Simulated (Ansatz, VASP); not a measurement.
## Two plane-wave programs on TaN

```
CELL_PARAMETERS angstrom
5.19600 0.00000 0.00000
-2.59800 4.49987 0.00000
0.00000 0.00000 2.91100
ATOMIC_POSITIONS crystal
Ta 0.00000 0.00000 0.00000
Ta 0.66667 0.33333 0.50000
Ta 0.33333 0.66667 0.50000
N 0.00000 0.39285 0.00000
N 0.60715 0.60715 0.00000
N 0.39285 0.00000 0.00000
```

Alike in both runs: functional r2SCAN; k mesh 6 × 6 × 9; occupations fermi-dirac, width 0.05 eV; no spin polarisation.

```csv
,VASP,Ansatz
version,VASP 6.6.1,Ansatz 0.2.0
potentials or method,"VASP PAW PBE potentials, release 64 (Ta_pv, N)",Ansatz PAW
plane-wave cutoff (eV),520,500
valence electrons in the cell,48,54
task,single point,band structure
```

VASP gave:

```
gap on the k mesh at the Fermi level (eV)                     : none
pressure (GPa)                                                : 1.9
traceless stress, the component that is largest in VASP (GPa) : -0.38
rms of the force components (eV/Å)                            : 0.010
```

Problem. Which values does Ansatz return?

Solution. gap on the k mesh at the Fermi level (eV): none; pressure (GPa): 0.3; traceless stress, the component that is largest in VASP (GPa): -0.26; rms of the force components (eV/Å): 0.013.

VASP's potentials were made for PBE, not for r2SCAN. Atom by atom the forces differ by 0.003 eV/Å (rms over components). A gap of «none» marks a metal or a gap that the smearing closes. With one functional, cell and mesh, what is left measures potentials, basis and numerics. VASP's potentials hold 48 valence electrons a cell and Ansatz's 54, so a difference there can come from the potentials and not from the codes.

Neither program's run includes spin-orbit coupling.
